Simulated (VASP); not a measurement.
# CsCaF4 (P4/mmm) in VASP: notebook

CsCaF4 is run at these levels: PBE; tasks: single point, relaxation of cell and atoms.

Everything below comes from runs of VASP 6.6.1. Logs are shortened: lines on timing, memory, paths and dates and some standing lists are left out, and cuts for length are marked.

### Step 1. The cell of the first run

The structure is tetragonal, space group P4/mmm (No. 123). The conventional cell has a = 4.451 Å, b = 4.451 Å, c = 6.831 Å, α = 90.00°, β = 90.00°, γ = 90.00°. Cs (site symmetry 4/mmm) has 16 F at 3.35 to 4.08 Å and 4 Cs at 4.45 Å and 8 Ca at 4.64 Å within 4.7 Å. Ca (site symmetry 4/mmm) has 6 F at 2.23 to 2.26 Å within 2.9 Å. Within 2.9 Å of F (site symmetry mmm) lie 2 Ca at 2.23 Å. F (site symmetry 4mm) has 1 Ca at 2.26 Å and 1 F at 2.31 Å within 3.0 Å.

### Step 2. Single point, PBE

File INCAR:

```
  ALGO = Normal
  EDIFF = 1E-6
  ENCUT = 520
  GGA = PE
  ISIF = 2
  ISMEAR = -1
  LASPH = True
  LCHARG = False
  LREAL = False
  LWAVE = False
  NBANDS = 32
  NELM = 60
  PREC = Accurate
  SIGMA = 0.1322
```

File KPOINTS:

```
k-points
0
Gamma
  8 8 5
```

File POSCAR:

```
CsCaF4
1.0
    4.4506381649      0.0000000000      0.0000000000
    0.0000000000      4.4506381649      0.0000000000
    0.0000000000      0.0000000000      6.8305170911
Cs Ca F
1 1 4
Direct
    0.5000000000      0.5000000000      0.5000000000
    0.0000000000      0.0000000000      0.0000000000
    0.5000000000      0.0000000000      0.0000000000
    0.0000000000      0.5000000000      0.0000000000
    0.0000000000      0.0000000000      0.3309232578
    0.0000000000      0.0000000000      0.6690767422
```

Potentials or basis: VASP PAW PBE potentials, release 64 (Cs_sv, Ca_sv, F).

On the command line:

```sh
$ cat potpaw_PBE.64/Cs_sv/POTCAR potpaw_PBE.64/Ca_sv/POTCAR potpaw_PBE.64/F/POTCAR > POTCAR
$ mpirun -np 1 vasp_std > vasp.out
```

OUTCAR:

```text
EDIFF = 1E-6
   ENCUT = 520
   GGA = PE
   ISIF = 2
   ISMEAR = -1
   LASPH = True
   LREAL = False
   NELM = 60
   PREC = Accurate

 ion  position               nearest neighbor table
   1  0.500  0.500  0.500-
   2  0.000  0.000  0.000-   3 2.23   4 2.23   4 2.23   3 2.23   5 2.26   6 2.26
   3  0.500  0.000  0.000-   2 2.23   2 2.23
   4  0.000  0.500  0.000-   2 2.23   2 2.23
   5  0.000  0.000  0.331-   2 2.26
   6  0.000  0.000  0.669-   2 2.26

  LATTYP: Found a simple tetragonal cell.
 ALAT       =     4.4506381649
 C/A-ratio  =     1.5347275690

  Lattice vectors:

 A1 = (   4.4506381649,   0.0000000000,   0.0000000000)
 A2 = (   0.0000000000,   4.4506381649,   0.0000000000)
 A3 = (   0.0000000000,   0.0000000000,   6.8305170911)

Analysis of symmetry for initial positions (statically):
=====================================================================
 Subroutine PRICEL returns:
 Original cell was already a primitive cell.

 Routine SETGRP: Setting up the symmetry group for a
 simple tetragonal supercell.

 Subroutine GETGRP returns: Found 16 space group operations
 (whereof 16 operations were pure point group operations)
 out of a pool of 16 trial point group operations.

The static configuration has the point symmetry D_4h.

Analysis of symmetry for dynamics (positions and initial velocities):
=====================================================================
 Subroutine PRICEL returns:
 Original cell was already a primitive cell.

 Routine SETGRP: Setting up the symmetry group for a
 simple tetragonal supercell.

 Subroutine GETGRP returns: Found 16 space group operations
 (whereof 16 operations were pure point group operations)
 out of a pool of 16 trial point group operations.

The dynamic configuration has the point symmetry D_4h.

 Subroutine INISYM returns: Found 16 space group operations
 (whereof 16 operations are pure point group operations),
 and found     1 'primitive' translations

----------------------------------------------------------------------------------------

                                     Primitive cell

  volume of cell :     135.3001

  direct lattice vectors                    reciprocal lattice vectors
     4.450638165  0.000000000  0.000000000     0.224686879  0.000000000  0.000000000
     0.000000000  4.450638165  0.000000000     0.000000000  0.224686879  0.000000000
     0.000000000  0.000000000  6.830517091     0.000000000  0.000000000  0.146401800

  length of vectors
     4.450638165  4.450638165  6.830517091     0.224686879  0.224686879  0.146401800

  position of ions in fractional coordinates (direct lattice)
     0.500000000  0.500000000  0.500000000
     0.000000000  0.000000000  0.000000000
     0.500000000  0.000000000  0.000000000
     0.000000000  0.500000000  0.000000000
     0.000000000  0.000000000  0.330923258
     0.000000000  0.000000000  0.669076742

  ion indices of the primitive-cell ions
   primitive index   ion index
                 1           1
                 2           2
                 3           3
                 4           4
                 5           5
                 6           6

----------------------------------------------------------------------------------------

 KPOINTS: k-points

Automatic generation of k-mesh.
 Grid dimensions read from file:
 generate k-points for:    8    8    5

 Generating k-lattice:

  Cartesian coordinates                     Fractional coordinates (reciprocal lattice)
     0.028085860  0.000000000  0.000000000     0.125000000  0.000000000  0.000000000
     0.000000000  0.028085860  0.000000000     0.000000000  0.125000000  0.000000000
     0.000000000  0.000000000  0.029280360     0.000000000  0.000000000  0.200000000

  Length of vectors
     0.028085860  0.028085860  0.029280360

  Shift w.r.t. Gamma in fractional coordinates (k-lattice)
     0.000000000  0.000000000  0.000000000

 Subroutine IBZKPT returns following result:
 ===========================================

 Found     45 irreducible k-points:

 Following reciprocal coordinates:
            Coordinates               Weight
  0.000000  0.000000  0.000000      1.000000
  0.125000  0.000000  0.000000      4.000000
  0.250000  0.000000  0.000000      4.000000
  0.375000  0.000000  0.000000      4.000000
  0.500000  0.000000  0.000000      2.000000
  0.125000  0.125000  0.000000      4.000000
[... 16 lines left out ...]
  0.375000  0.125000  0.200000     16.000000
  0.500000  0.125000  0.200000      8.000000
 [... further k-points ...]
   k-points           NKPTS =     45   k-points in BZ     NKDIM =     45   number of bands    NBANDS=     32
   number of dos      NEDOS =    301   number of ions     NIONS =      6
   total plane-waves  NPLWV =  69984
   dimension x,y,z NGX =    36 NGY =   36 NGZ =   54
   dimension x,y,z NGXF=    72 NGYF=   72 NGZF=  108
   ions per type =               1   1   4
   NGX,Y,Z   is equivalent  to a cutoff of  13.45, 13.45, 13.14 a.u.
   NGXF,Y,Z  is equivalent  to a cutoff of  26.89, 26.89, 26.29 a.u.
 SYSTEM =  unknown system
   PREC   = accura    normal or accurate (medium, high low for compatibility)
   ISTART =      0    job   : 0-new  1-cont  2-samecut
   ICHARG =      2    charge: 1-file 2-atom 10-const
   ISPIN  =      1    spin polarized calculation?
   LNONCOLLINEAR =      F non collinear calculations
   LSORBIT =      F    spin-orbit coupling
   LASPH  =      T    aspherical Exc in radial PAW
   ENCUT  =  520.0 eV  38.22 Ry    6.18 a.u.   8.28  8.28 12.70*2*pi/ulx,y,z
   NELM   =     60;   NELMIN=  2; NELMDL= -5     # of ELM steps
   EDIFF  = 0.1E-05   stopping-criterion for ELM
   LREAL  =      F    real-space projection
   EDIFFG = 0.1E-04   stopping-criterion for IOM
   NSW    =      0    number of steps for IOM
   IBRION =     -1    ionic relax: 0-MD 1-quasi-New 2-CG
   NFREE  =      0    steps in history (QN), initial steepest desc. (CG)
   ISIF   =      2    stress and relaxation
   ISYM   =      2    0-nonsym 1-usesym 2-fastsym
   POTIM  = 0.5000    time-step for ionic-motion
   TEBEG  =    0.0;   TEEND  =   0.0 temperature during run
   PSTRESS=    0.0 pullay stress
   NELECT =      47.0000    total number of electrons
   NUPDOWN=      -1.0000    fix difference up-down
   EMIN   =  10.00;   EMAX   =-10.00  energy-range for DOS
   EFERMI =   0.00;   METHOD = LEGACY
   ISMEAR =    -1;   SIGMA  =   0.13  broadening in eV -4-tet -1-fermi 0-gaus
   EFERMI_NEDOS =   21; number of points for ismear=-14 and -15
   IALGO  =     38    algorithm
   IMIX   =      4    mixing-type and parameters
     AMIX     =   0.40;   BMIX     =  1.00
     AMIX_MAG =   1.60;   BMIX_MAG =  1.00
  volume/ion in A,a.u.               =      22.55       152.18
  Fermi-wavevector in a.u.,A,eV,Ry     =   1.150822  2.174738 18.019430  1.324391
  Thomas-Fermi vector in A             =   2.287483
   LORBIT       =      0    0 simple, 1 ext, 2 COOP (PROOUT), +10 PAW based schemes
   GGA     = PE    functional components
   LHFCALC =     F    Hartree Fock is set to
   AEXX    =    0.0000 exact exchange contribution
   IVDW    =     0    specifies the selected vdW correction
   LEPSILON=     F    determine dielectric tensor
   LRPA    =     F    only Hartree local field effects (RPA)
 non-spin polarized calculation
  energy-cutoff  :      520.00
  volume of cell :      135.30
 maximum number of plane-waves:      3693
 NGX is ok and might be reduce to    36
   NGX = 17   NGY = 17   NGZ = 25

 number of electron      46.9999996 magnetization

 Free energy of the ion-electron system (eV)
  ---------------------------------------------------
  ext. energy  EPLUGINS =         0.00000000
  ---------------------------------------------------
  free energy    TOTEN  =       -26.75370404 eV

  energy without entropy =      -26.42057012  energy(sigma->0) =      -26.58713708

 E-fermi :  -3.1237     XC(G=0):  -7.7835

 val. band max:       -3.1889061897   @ k =   0.0000   0.0000   0.2000
 cond. band min:      -3.1038610126   @ k =   0.5000   0.5000   0.0000
 fundamental gap:      0.0850451771
 Fermi energy:        -3.1236831509

 k-point     1 :       0.0000    0.0000    0.0000
  band No.  band energies     occupation
      1     -38.7369      2.00000
      2     -22.7946      2.00000
      3     -22.6198      2.00000
      4     -22.4693      2.00000
      5     -22.4051      2.00000
      6     -21.1345      2.00000
[... 24 lines left out ...]
     31       7.4241      0.00000
     32       7.7071      0.00000

 k-point     2 :       0.1250    0.0000    0.0000
  band No.  band energies     occupation
      1     -38.7362      2.00000
      2     -22.7910      2.00000
      3     -22.6191      2.00000
      4     -22.5274      2.00000
      5     -22.4276      2.00000
      6     -21.1353      2.00000
[... 24 lines left out ...]
     31       6.8670      0.00000
     32       7.7174      0.00000

 k-point     3 :       0.2500    0.0000    0.0000
  band No.  band energies     occupation
      1     -38.7343      2.00000
      2     -22.7843      2.00000
      3     -22.6921      2.00000
      4     -22.6178      2.00000
      5     -22.4344      2.00000
      6     -21.1373      2.00000
[... 24 lines left out ...]
     31       6.4986      0.00000
     32       7.5568      0.00000

 k-point     4 :       0.3750    0.0000    0.0000
  band No.  band energies     occupation
      1     -38.7324      2.00000
      2     -22.8469      2.00000
      3     -22.7701      2.00000
      4     -22.6168      2.00000
      5     -22.4352      2.00000
      6     -21.1394      2.00000
[... 24 lines left out ...]
     31       6.6121      0.00000
     32       7.3763      0.00000

 k-point     5 :       0.5000    0.0000    0.0000
  band No.  band energies     occupation
      1     -38.7316      2.00000
      2     -22.9026      2.00000
      3     -22.7679      2.00000
      4     -22.6164      2.00000
      5     -22.4353      2.00000
      6     -21.1403      2.00000
[... 584 lines left out ...]
     31       6.5092      0.00000
     32       7.3352      0.00000

 k-point    22 :       0.2500    0.1250    0.2000
  band No.  band energies     occupation
      1     -38.7335      2.00000
      2     -22.8785      2.00000
      3     -22.6969      2.00000
      4     -22.5263      2.00000
      5     -22.4884      2.00000
      6     -21.1368      2.00000
[... 24 lines left out ...]
     31       6.5505      0.00000
     32       7.2850      0.00000

 k-point    23 :       0.3750    0.1250    0.2000
  band No.  band energies     occupation
      1     -38.7316      2.00000
      2     -22.8725      2.00000
      3     -22.8439      2.00000
      4     -22.5281      2.00000
      5     -22.4870      2.00000
      6     -21.1365      2.00000
[... 24 lines left out ...]
     31       6.6603      0.00000
     32       7.3648      0.00000

 k-point    24 :       0.5000    0.1250    0.2000
  band No.  band energies     occupation
      1     -38.7309      2.00000
      2     -22.9019      2.00000
      3     -22.8686      2.00000
      4     -22.5281      2.00000
      5     -22.4864      2.00000
      6     -21.1364      2.00000
[... 24 lines left out ...]
     31       6.6967      0.00000
     32       7.4550      0.00000

 [... further k-points ...]
[... 5 lines left out ...]
  --------------------------------------------------------------------------------------
  -------------------------------------------------------------------------------------
  Total        0.0717632      0.0717632      0.0150587      0.0000000      0.0000000     -0.0000000
  in kB        0.8497948      0.8497948      0.1783200      0.0000000      0.0000000     -0.0000000
  external PRESSURE =       0.6259698 kB  Pullay stress =       0.0000000 kB

 VOLUME and BASIS-vectors are now :
 -----------------------------------------------------------------------------
  energy-cutoff  :      520.00
  volume of cell :      135.30
      direct lattice vectors                 reciprocal lattice vectors
     4.450638165  0.000000000  0.000000000     0.224686879  0.000000000  0.000000000
     0.000000000  4.450638165  0.000000000     0.000000000  0.224686879  0.000000000
     0.000000000  0.000000000  6.830517091     0.000000000  0.000000000  0.146401800

 POSITION                                       TOTAL-FORCE (eV/Angst)
 -----------------------------------------------------------------------------------
      2.22532      2.22532      3.41526        -0.000000      0.000000      0.000000
      0.00000      0.00000      0.00000        -0.000000      0.000000      0.000000
      2.22532      0.00000      0.00000        -0.000000      0.000000      0.000000
      0.00000      2.22532      0.00000        -0.000000      0.000000      0.000000
      0.00000      0.00000      2.26038        -0.000000     -0.000000      0.036620
      0.00000      0.00000      4.57014         0.000000     -0.000000     -0.036620
 -----------------------------------------------------------------------------------
    total drift:                                0.000000      0.000000     -0.000000

  FREE ENERGIE OF THE ION-ELECTRON SYSTEM (eV)
  ---------------------------------------------------
  free  energy   TOTEN  =       -26.7537040373 eV

  energy  without entropy=      -26.4205701153  energy(sigma->0) =      -26.58713708
```

Wall time 4 min (1 thread of Intel Xeon Platinum 8259CL at 2.50GHz (Skylake/Cascade Lake), shared host); peak memory 0.35 GiB.

Results:

```yaml
Free_energy: -26.7537 eV
Pressure: 0.1 GPa
Largest_force: 0.037 eV/Å
Band_gap_on_the_k_mesh: zero (an odd number of electrons rules out a gap without spin polarisation)
```

Forces on the atoms (eV/Å):
```
Cs   0.000  0.000  0.000
Ca   0.000  0.000  0.000
F    0.000  0.000  0.000
F    0.000  0.000  0.000
F    0.000  0.000  0.037
F    0.000  0.000 -0.037
```

Caveat: spin-orbit coupling is left out, which moves the levels of the heavy elements; an odd number of electrons without spin polarisation forces a metal; a magnetic or distorted state may lie lower.

(Continued in part 2 of 2.)

The gap in the log of VASP goes by the Fermi energy; the results here count the filled bands.